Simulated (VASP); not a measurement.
NaI: single point with PBE

Crystal: NaI.

```
Na I
1.0
     0.00000    2.78210    2.78210
     2.78210    0.00000    2.78210
     2.78210    2.78210    0.00000
Na I
1 1
Direct
  0.00000 0.00000 0.00000
  0.50000 0.50000 0.50000
```

```yaml
Program: VASP 6.6.1
Task: single point
Functional: PBE
Potentials_or_basis: VASP PAW PBE potentials, release 64 (Na_pv, I)
Cutoff: 500 eV
k_mesh: 4 × 4 × 4
Occupations: gaussian, width 0.01 eV
Spin: no spin polarisation
```

- Pressure: 23.0 GPa
- Band gap on the k mesh: 4.17 eV, indirect (least direct gap 5.50 eV)

Levels at points of the mesh, in eV from the valence-band top:
```tsv
k point	band 5	band 6	band 7	band 8	band 9	band 10
(0.00, 0.00, 0.00)	0.00	0.00	0.00	5.50	7.55	7.55
(0.50, 0.00, 0.00)	-4.41	-0.75	-0.75	5.00	7.60	7.60
(0.50, 0.50, 0.00)	-3.94	-1.63	-1.63	4.17	4.66	13.03
```

It took 7.5 s on 1 thread of Intel(R) Xeon(R) Platinum 8488C (Sapphire Rapids), with other jobs on the host, peak memory 0.16 GiB.

Caveat: the k points lie up to 0.49 Å⁻¹ apart; spin-orbit coupling is left out, which moves the levels of the heavy elements. A k mesh can miss the band edges.
